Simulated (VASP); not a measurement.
Wanted: the native input for a VASP 6.6.1 run.

* Task: single point
* Functional: r2SCAN
* Potentials or basis: VASP PAW PBE potentials, release 64 (K_sv, Cl)
* Cutoff: 550 eV
* k mesh: 6 × 6 × 6
* Occupations: gaussian, width 0.05 eV
* Spin: no spin polarisation
* Dipole correction: no
* Further INCAR settings: ALGO = Normal; EDIFF = 1e-06; NBANDS = 15

KCl:

```
K Cl
1.0
     0.00000    3.40859    3.02986
     3.40859    0.00000    3.02986
     3.40859    3.40859    0.00000
K Cl
1 1
Direct
  0.00000 0.00000 0.00000
  0.50000 0.50000 0.50000
```

This cell differs from its parent crystal: strain +0.080 along x and y, -0.040 along z.

These files were run (other wordings do the same):

POSCAR

```
KCl
1.0
    0.0000000000      3.4085880000      3.0298560000
    3.4085880000      0.0000000000      3.0298560000
    3.4085880000      3.4085880000      0.0000000000
K Cl
1 1
Direct
    0.0000000000      0.0000000000      0.0000000000
    0.5000000000      0.5000000000      0.5000000000
```

INCAR.step1

```
PREC = Accurate
ENCUT = 550
ISMEAR = 0
SIGMA = 0.05
LREAL = False
LASPH = True
NELM = 120
NBANDS = 15
GGA = PE
ALGO = Normal
EDIFF = 1E-5
LWAVE = True
LCHARG = False
GGA_COMPAT = False
```

INCAR.step2

```
PREC = Accurate
ENCUT = 550
EDIFF = 1E-6
ISMEAR = 0
SIGMA = 0.05
LREAL = False
LASPH = True
NELM = 120
ALGO = Normal
ISIF = 2
LWAVE = False
LCHARG = True
METAGGA = R2SCAN
LMIXTAU = True
LELF = True
LVHAR = True
NBANDS = 15
ISTART = 1
GGA_COMPAT = False
```

KPOINTS

```
regular mesh
0
Gamma
  6 6 6
```

Potentials or basis: VASP PAW PBE potentials, release 64 (K_sv, Cl).

Command:

```bash
$ cat potpaw_PBE.64/K_sv/POTCAR potpaw_PBE.64/Cl/POTCAR > POTCAR
$ cp INCAR.step1 INCAR
$ mpirun -np 1 vasp_std > vasp.out
$ cp INCAR.step2 INCAR
$ mpirun -np 1 vasp_std > vasp.out
```

Results of the run:

| Property | Result |
| --- | --- |
| Pressure | -1.1 GPa |
| Band gap on the k mesh | 5.36 eV |

Caveat: the cell differs from its parent crystal (strain +0.080 along x and y, -0.040 along z); the PAW data sets were made with another functional, which shifts forces and pressure a little.

Run time: 5.6 min on 1 thread of AMD EPYC 7R13 (shared host), peak memory 0.21 GiB.
